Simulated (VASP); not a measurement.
Input of a VASP 6.6.1 run:

Contents of INCAR:

```
PREC = Accurate ; ENCUT = 520
EDIFF = 1E-6 ; ISMEAR = 0
SIGMA = 0.1 ; LREAL = F
LASPH = T ; NELM = 60
ALGO = Fast ; ISIF = 2
LWAVE = F ; LCHARG = F
GGA = PE ; NBANDS = 36
```

The input KPOINTS:

```
regular mesh
0
Gamma
  10 10 6
```

POSCAR

```
Al4NiPd3
1.0
    4.3190857045      0.0000000000      0.0000000000
    0.0000000000      4.3190857045      0.0000000000
    0.0000000000      0.0000000000      6.1800051881
Al Ni Pd
4 1 3
Direct
    0.5000000000      0.0000000000      0.7590980000
    0.0000000000      0.5000000000      0.7590980000
    0.5000000000      0.0000000000      0.2409020000
    0.0000000000      0.5000000000      0.2409020000
    0.5000000000      0.5000000000      0.0000000000
    0.0000000000      0.0000000000      0.0000000000
    0.0000000000      0.0000000000      0.5000000000
    0.5000000000      0.5000000000      0.5000000000
```

Potentials or basis: VASP PAW PBE potentials, release 64 (Al, Ni, Pd).

Run with:

```console
$ cat potpaw_PBE.64/Al/POTCAR potpaw_PBE.64/Ni/POTCAR potpaw_PBE.64/Pd/POTCAR > POTCAR
$ mpirun -np 1 vasp_std > vasp.out
```

(1) Estimate the band gap on the k mesh.

(2) What does it give for the pressure?

Answers

(1) zero (bands 26 and 27 overlap by 3.08 eV).

(2) -4.3 GPa.

Caveat: the cell stands under tension.
